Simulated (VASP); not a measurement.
# VRe (Cmmm) in VASP: electric field gradients with LDA

Aim: the electric field gradients of VRe with LDA.

Everything below comes from runs of VASP 6.6.1. Logs are shortened: lines on timing, memory, paths and dates and some standing lists are left out, and cuts for length are marked.

**1. The cell of the first run**

The structure is orthorhombic, space group Cmmm (No. 65). The conventional cell has a = 2.770 Å, b = 3.980 Å, c = 3.813 Å, α = 90.00°, β = 90.00°, γ = 90.00°. V (site symmetry mmm) has 8 Re at 2.36 to 2.76 Å and 6 V at 2.42 to 2.77 Å within 3.1 Å. Re (site symmetry mmm) has 8 V at 2.36 to 2.76 Å and 6 Re at 2.42 to 2.77 Å within 3.1 Å.

**2. Electric field gradients, LDA (10.51 Å³/atom)**

File INCAR:

```
SYSTEM = VRe
  PREC = Accurate
  ENCUT = 410
  EDIFF = 1E-8
  ISMEAR = -1
  SIGMA = 0.05
  LREAL = .FALSE.
  LASPH = .TRUE.
  NELM = 120
  ALGO = Normal
  ISIF = 2
  LWAVE = .FALSE.
  LCHARG = .FALSE.
  LEFG = .TRUE.
  NBANDS = 21
  GGA_COMPAT = .FALSE.
```

File KPOINTS:

```
Automatic mesh
0
G
  14 14 9
  0 0 0
```

File POSCAR:

```
VRe
1.0
    1.3848214486     -1.9901959528      0.0000000000
    1.3848214486      1.9901959528      0.0000000000
    0.0000000000      0.0000000000      3.8134853281
V Re
1 1
Direct
    0.5000000000      0.5000000000      0.5000000000
    0.0000000000      0.0000000000      0.0000000000
```

Potentials or basis: VASP PAW LDA potentials, release 64 (V_sv, Re_sv_GW).

Launch:

```bash
$ cat potpaw_LDA.64/V_sv/POTCAR potpaw_LDA.64/Re_sv_GW/POTCAR > POTCAR
$ mpirun -np 1 vasp_std > vasp.out
```

OUTCAR:

```text
SYSTEM = VRe
   PREC = Accurate
   ENCUT = 410
   EDIFF = 1E-8
   ISMEAR = -1
   LREAL = .FALSE.
   LASPH = .TRUE.
   NELM = 120
   ISIF = 2

 ion  position               nearest neighbor table
   1  0.500  0.500  0.500-   2 2.36   2 2.36   2 2.36   2 2.36   2 2.76   2 2.76   2 2.76   2 2.76

   2  0.000  0.000  0.000-   1 2.36   1 2.36   1 2.36   1 2.36   1 2.76   1 2.76   1 2.76   1 2.76

  LATTYP: Found a base centered orthorhombic cell.
 ALAT       =     2.7696428972
 B/A-ratio  =     1.4371498613
 C/A-ratio  =     1.3768870102

  Lattice vectors:

 A1 = (   1.3848214486,  -1.9901959528,   0.0000000000)
 A2 = (   1.3848214486,   1.9901959528,   0.0000000000)
 A3 = (   0.0000000000,   0.0000000000,   3.8134853281)

Analysis of symmetry for initial positions (statically):
=====================================================================
 Subroutine PRICEL returns:
 Original cell was already a primitive cell.

 Routine SETGRP: Setting up the symmetry group for a
 base centered orthorhombic supercell.

 Subroutine GETGRP returns: Found  8 space group operations
 (whereof  8 operations were pure point group operations)
 out of a pool of  8 trial point group operations.

The static configuration has the point symmetry D_2h.

Analysis of symmetry for dynamics (positions and initial velocities):
=====================================================================
 Subroutine PRICEL returns:
 Original cell was already a primitive cell.

 Routine SETGRP: Setting up the symmetry group for a
 base centered orthorhombic supercell.

 Subroutine GETGRP returns: Found  8 space group operations
 (whereof  8 operations were pure point group operations)
 out of a pool of  8 trial point group operations.

The dynamic configuration has the point symmetry D_2h.

 Subroutine INISYM returns: Found  8 space group operations
 (whereof  8 operations are pure point group operations),
 and found     1 'primitive' translations

----------------------------------------------------------------------------------------

                                     Primitive cell

  volume of cell :      21.0204

  direct lattice vectors                    reciprocal lattice vectors
[... 121 lines left out ...]
 maximum number of plane-waves:       412
   NGX =  7   NGY =  7   NGZ = 13

 number of electron      28.0000008 magnetization

 Free energy of the ion-electron system (eV)
  ---------------------------------------------------
  ext. energy  EPLUGINS =         0.00000000
  ---------------------------------------------------
  free energy    TOTEN  =       -23.81420658 eV

  energy without entropy =      -23.80412716  energy(sigma->0) =      -23.80916687

 E-fermi :  16.9308     XC(G=0): -15.6349

 val. band max:       16.9291581155   @ k =  -0.4286   0.4286   0.4444
 cond. band min:      16.9363175150   @ k =   0.3571   0.0000   0.4444
 fundamental gap:      0.0071593995
 Fermi energy:        16.9307710942

 k-point     1 :       0.0000    0.0000    0.0000
  band No.  band energies     occupation
      1     -63.1806      2.00000
      2     -46.5230      2.00000
      3     -25.9060      2.00000
      4     -24.6247      2.00000
      5     -24.1233      2.00000
      6     -20.6116      2.00000
[... 565 lines left out ...]
     20      29.4659      0.00000
     21      30.4114      0.00000

 [... further k-points ...]

------------------------ aborting loop because EDIFF is reached ----------------------------------------

  FORCE on cell =-STRESS in cart. coord.  units (eV):
  Direction    XX          YY          ZZ          XY          YZ          ZX
  --------------------------------------------------------------------------------------
  -------------------------------------------------------------------------------------
  Total       17.3037359     17.3075014     17.2724858      0.0000000      0.0000000      0.0000000
  in kB     1318.8905763   1319.1775795   1316.5086907      0.0000000      0.0000000      0.0000000
  external PRESSURE =    1318.1922822 kB  Pullay stress =       0.0000000 kB

 VOLUME and BASIS-vectors are now :
 -----------------------------------------------------------------------------
  energy-cutoff  :      410.00
  volume of cell :       21.02
      direct lattice vectors                 reciprocal lattice vectors
     1.384821449 -1.990195953  0.000000000     0.361057377 -0.251231543  0.000000000
     1.384821449  1.990195953  0.000000000     0.361057377  0.251231543  0.000000000
     0.000000000  0.000000000  3.813485328     0.000000000  0.000000000  0.262227310

 POSITION                                       TOTAL-FORCE (eV/Angst)
 -----------------------------------------------------------------------------------
      1.38482      0.00000      1.90674         0.000000      0.000000      0.000000
      0.00000      0.00000      0.00000        -0.000000     -0.000000      0.000000
 -----------------------------------------------------------------------------------
    total drift:                                0.000000      0.000000      0.000000

  FREE ENERGIE OF THE ION-ELECTRON SYSTEM (eV)
  ---------------------------------------------------
  free  energy   TOTEN  =       -23.8142065776 eV

  energy  without entropy=      -23.8041271566  energy(sigma->0) =      -23.80916687

 Electric field gradients (V/A^2)
---------------------------------------------------------------------
 ion       V_xx      V_yy      V_zz      V_xy      V_xz      V_yz
---------------------------------------------------------------------
   1      -9.299    20.653   -11.354    -0.000    -0.000    -0.000
   2      49.488  -191.591   142.103     0.000    -0.000    -0.000
---------------------------------------------------------------------

 Electric field gradients after diagonalization (V/A^2)
 (convention: |V_zz| > |V_xx| > |V_yy|)
----------------------------------------------------------------------
 ion       V_xx      V_yy      V_zz     asymmetry (V_yy - V_xx)/ V_zz
----------------------------------------------------------------------
   1     -11.354    -9.299    20.653       0.100
   2     142.103    49.488  -191.591       0.483
----------------------------------------------------------------------

           NMR quadrupolar parameters

 Cq : quadrupolar parameter    Cq=e*Q*V_zz/h
 eta: asymmetry parameters     (V_yy - V_xx)/ V_zz
 Q  : nuclear electric quadrupole moment in mb (millibarn)
----------------------------------------------------------------------
 ion       Cq(MHz)       eta       Q (mb)
----------------------------------------------------------------------
   1       0.050       0.100       1.000
   2      -0.463       0.483       1.000
----------------------------------------------------------------------
```

OSZICAR:

```text
N       E                     dE             d eps       ncg     rms          rms(c)
DAV:   1     0.303292960831E+03    0.30329E+03   -0.14980E+04 12071   0.134E+03
DAV:   2    -0.138931731460E+02   -0.31719E+03   -0.30410E+03 13136   0.451E+02
DAV:   3    -0.255249572875E+02   -0.11632E+02   -0.11432E+02 13294   0.953E+01
DAV:   4    -0.256178384526E+02   -0.92881E-01   -0.92806E-01 13610   0.914E+00
DAV:   5    -0.256187309275E+02   -0.89247E-03   -0.89245E-03 13707   0.890E-01    0.188E+02
DAV:   6    -0.241298423322E+02    0.14889E+01   -0.43825E+00 13475   0.142E+01    0.123E+02
DAV:   7    -0.285179899249E+02   -0.43881E+01   -0.29064E+01 13508   0.427E+01    0.552E+01
DAV:   8    -0.242243438347E+02    0.42936E+01   -0.35396E+01 13658   0.715E+01    0.864E+00
DAV:   9    -0.238188225055E+02    0.40552E+00   -0.20466E+00 14104   0.866E+00    0.371E+00
DAV:  10    -0.238193119420E+02   -0.48944E-03   -0.52925E-02 12870   0.166E+00    0.275E+00
DAV:  11    -0.238151630291E+02    0.41489E-02   -0.75327E-03 13375   0.948E-01    0.134E+00
DAV:  12    -0.238152974812E+02   -0.13445E-03   -0.12298E-02 12580   0.119E+00    0.167E+00
DAV:  13    -0.238142138422E+02    0.10836E-02   -0.47354E-03 12380   0.790E-01    0.114E-01
DAV:  14    -0.238142076562E+02    0.61859E-05   -0.34855E-05 14005   0.598E-02    0.742E-02
DAV:  15    -0.238142071058E+02    0.55049E-06   -0.13853E-06 13516   0.103E-02    0.420E-02
DAV:  16    -0.238142066277E+02    0.47801E-06   -0.15298E-06 13776   0.831E-03    0.217E-02
DAV:  17    -0.238142065829E+02    0.44804E-07   -0.69946E-08 13320   0.276E-03    0.428E-03
DAV:  18    -0.238142065776E+02    0.53769E-08   -0.34341E-09  7175   0.661E-04
   1 F= -.23814207E+02 E0= -.23809167E+02  d E =-.100794E-01
```

Run time: 1.8 min. Hardware: 1 thread of AMD EPYC 7R43 (Zen 3), shared host; peak memory 0.17 GiB.

What came out:

| Item | Value |
| --- | --- |
| Free energy | -23.8142 eV |
| Pressure | 131.8 GPa |
| Band gap on the k mesh | zero (bands 14 and 15 overlap by 3.74 eV) |
| Largest electric field gradient by atom | V +20.7; Re -191.6 V/Å² |

Levels at points of the mesh, in eV from the Fermi level:
| k point | band 11 | band 12 | band 13 | band 14 | band 15 | band 16 | band 17 | band 18 |
| --- | --- | --- | --- | --- | --- | --- | --- | --- |
| (0.00, 0.00, 0.00) | -5.62 | -2.31 | -1.89 | -0.91 | 1.89 | 1.91 | 2.08 | 2.57 |
| (0.50, 0.00, 0.00) | -3.71 | -3.32 | -2.55 | -1.53 | 1.29 | 1.42 | 2.87 | 3.37 |
| (0.50, 0.50, 0.00) | -6.45 | -5.00 | 1.66 | 2.38 | 3.20 | 4.08 | 5.02 | 5.40 |

Electric field gradients, principal values (V/Å²):
| atom | least | middle | greatest (by size) |
| --- | --- | --- | --- |
| 1 V | -9.299 | -11.354 | 20.653 |
| 2 Re | 49.488 | 142.103 | -191.591 |

Caveat: the cell stands under pressure; without QUAD_EFG the Cq values of the log hold for a quadrupole moment of 1 mb, not for the nuclei; spin-orbit coupling is left out, which moves the levels of the heavy elements.
